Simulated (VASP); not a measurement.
Input of a VASP 6.6.1 run:

INCAR

```
SYSTEM = ScTi3N3
PREC     = Accurate       ! precision mode
ENCUT    = 600            ! plane-wave cutoff, eV
EDIFF    = 1E-7           ! SCF threshold, eV
ISMEAR   = 0              ! smearing method
SIGMA    = 0.15           ! smearing width, eV
LREAL    = .FALSE.        ! projectors in reciprocal space
LASPH    = .TRUE.         ! aspherical terms in the spheres
NELM     = 150            ! most SCF steps
ALGO     = Normal         ! electronic algorithm
ISIF     = 3              ! what is computed and relaxed
LWAVE    = .FALSE.        ! write WAVECAR
LCHARG   = .FALSE.        ! write CHGCAR
ISPIN    = 2              ! spin polarisation
MAGMOM   = 0 1 1 1 0 0 0  ! initial moments
LORBIT   = 11             ! projections on sites
LMAXMIX  = 4              ! l up to which the mixer works
GGA      = PE             ! functional
IBRION   = 2              ! ionic algorithm
NSW      = 36             ! ionic steps
EDIFFG   = -0.08          ! ionic threshold
```

File KPOINTS:

```
Automatic mesh
0
G
  4 4 2
  0 0 0
```

File POSCAR:

```
ScTi3N3
1.0
    3.1000000000      0.0000000000      0.0000000000
    0.0000000000      3.1000000000      0.0000000000
    0.0000000000      0.0000000000      8.8500000000
Sc Ti N
1 3 3
Direct
    0.0000000000      0.0000000000      0.0000000000
    0.5000000000      0.5000000000      0.7500000000
    0.0000000000      0.0000000000      0.5000000000
    0.5000000000      0.5000000000      0.2500000000
    0.0000000000      0.0000000000      0.7500000000
    0.5000000000      0.5000000000      0.0000000000
    0.0000000000      0.0000000000      0.2500000000
```

Potentials or basis: VASP PAW PBE potentials, release 64 (Sc_sv, Ti_sv, N).

Launch:

```bash
$ cat potpaw_PBE.64/Sc_sv/POTCAR potpaw_PBE.64/Ti_sv/POTCAR potpaw_PBE.64/N/POTCAR > POTCAR
$ mpirun -np 1 vasp_std > vasp.out
```

Problem. Estimate the relaxed volume.

Solution. 11.41 Å³/atom.

Problem. Predict the space group after relaxing (to 0.05 Å).

Solution. P4/mmm (No. 123).

Problem. Predict the band gap on the k mesh.

Solution. Zero (filled and empty bands overlap).

Problem. What does it give for the net moment?

Solution. 0.00 μB per cell.

Stress tensor (GPa, compression positive):
```
 0.13  0.00  0.00
 0.00  0.13  0.00
 0.00  0.00 -0.13
```

Caveat: the k points lie up to 0.51 Å⁻¹ apart in the final cell.
